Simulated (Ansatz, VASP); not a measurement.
## Two plane-wave programs on YInC6N6

```
CELL_PARAMETERS angstrom
0.00000 5.90387 5.90387
5.90387 0.00000 5.90387
5.90387 5.90387 0.00000
ATOMIC_POSITIONS crystal
Y 0.00000 0.00000 0.00000
In 0.50000 0.50000 0.50000
C 0.78712 0.21288 0.21288
C 0.21288 0.78712 0.21288
C 0.21288 0.21288 0.78712
C 0.21288 0.78712 0.78712
C 0.78712 0.21288 0.78712
C 0.78712 0.78712 0.21288
N 0.68840 0.31160 0.31160
N 0.31160 0.68840 0.31160
N 0.31160 0.31160 0.68840
N 0.31160 0.68840 0.68840
N 0.68840 0.31160 0.68840
N 0.68840 0.68840 0.31160
```

Alike in both runs: functional PBE; k mesh 4 × 4 × 4; occupations gaussian, width 0.1 eV; no spin polarisation.

Ansatz relaxed the structure, and its values are those at the end. VASP's run is a single point on that final structure, the one shown.

|  | VASP | Ansatz |
| --- | --- | --- |
| version | VASP 6.6.1 | Ansatz 0.2.0 |
| potentials or method | VASP PAW PBE potentials, release 64 (Y_sv, In_d, C, N), cutoff 520 eV | scalar-relativistic, plane waves, PAW |
| valence electrons in the cell | 78 | 78 |

|  | VASP | Ansatz | Ansatz less VASP |
| --- | --- | --- | --- |
| gap on the k mesh at the Fermi level (eV) | 4.56 | 4.57 | +0.011 |
| least direct gap on the mesh (eV) | 4.62 | 4.63 | +0.010 |
| pressure (GPa) | 0.3 | 0.0 | -0.31 |
| rms of the force components (eV/Å) | 0.207 | 0.015 | -0.1920 |

One of these differences is far larger than is usual between the two programs; its cause wasn't traced. The functional is the same, so the differences come from potentials, cutoffs and numerics.

Noted on VASP's run: the standard files for N, O and F lose accuracy on very short bonds.
